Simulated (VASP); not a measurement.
## AlCo (AlCo (110), 4 layers): single point with PBE

Slab: AlCo (AlCo (110), 4 layers), a slab with vacuum.

```
CELL_PARAMETERS angstrom
2.85282 0.00000 0.00000
0.00000 4.03450 0.00000
0.00000 0.00000 22.05170
ATOMIC_POSITIONS crystal
Co 0.75000 0.00000 0.36622
Co 0.75000 0.50000 0.45483
Co 0.75000 0.00000 0.54517
Co 0.75000 0.50000 0.63378
Al 0.25000 0.50000 0.35849
Al 0.25000 0.00000 0.45422
Al 0.25000 0.50000 0.54578
Al 0.25000 0.00000 0.64151
```

```
Program             : VASP 6.6.1
Task                : single point
Functional          : PBE
Potentials or basis : VASP PAW PBE potentials, release 64 (Co, Al)
Cutoff              : 520 eV
k mesh              : 13 × 9 × 1
Occupations         : fermi-dirac, width 0.1 eV
Spin                : no spin polarisation
```

```json
{"Largest force": "0.015 eV/Å", "Band gap on the k mesh": "zero (band 24 reaches 1.35 eV, above the bottom of band 25 at 0.38 eV)"}
```

Forces on the atoms (eV/Å):
```
Co   0.000  0.000 -0.011
Co   0.000  0.000 -0.006
Co   0.000  0.000  0.006
Co   0.000  0.000  0.011
Al   0.000  0.000  0.015
Al   0.000  0.000  0.006
Al   0.000  0.000 -0.006
Al   0.000  0.000 -0.015
```

Levels at points of the mesh, in eV from the Fermi level:
```tsv
k point	band 20	band 21	band 22	band 23	band 24	band 25	band 26	band 27	band 28	band 29
(0.00, 0.00, 0.00)	-0.55	-0.48	-0.47	-0.45	-0.45	-0.37	-0.35	1.09	2.83	3.29
```

Wall time 11 min on 1 thread of Intel Xeon 6975P-C (shared host), peak memory 0.49 GiB.

Spin polarisation is off, so any magnetic state and its effect on volume and gap are missing.
